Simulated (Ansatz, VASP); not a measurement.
# One calculation of Pd, two programs

```
Pd
1.0
     2.77884    0.00000    0.00000
    -1.38942    2.40654    0.00000
     0.00000    0.00000    9.19025
Pd
4
Direct
  0.00000 0.00000 0.00000
  0.00000 0.00000 0.50000
  0.33333 0.66667 0.25000
  0.66667 0.33333 0.75000
```

Alike in both runs: functional PBE; k mesh 13 × 13 × 4; occupations fermi-dirac, width 0.05 eV; collinear spin.

Ansatz relaxed the structure, and its values are those at the end. VASP's run is a single point on that final structure, the one shown.

|  | VASP | Ansatz |
| --- | --- | --- |
| version | VASP 6.6.1 | Ansatz 0.2.0 |
| potentials or method | VASP PAW PBE potentials, release 64 (Pd), cutoff 520 eV | plane waves (420 eV) with PAW, scalar-relativistic |
| valence electrons in the cell | 40 | 72 |

|  | VASP | Ansatz | Ansatz less VASP |
| --- | --- | --- | --- |
| pressure (GPa) | -0.3 | 0.0 | +0.29 |
| net moment per atom (μB) | 0.01 | 0.00 | -0.006 |

VASP's potentials hold 40 valence electrons a cell and Ansatz's 72, so a difference there can come from the potentials and not from the codes. Ansatz's warnings: seeded moment not kept.
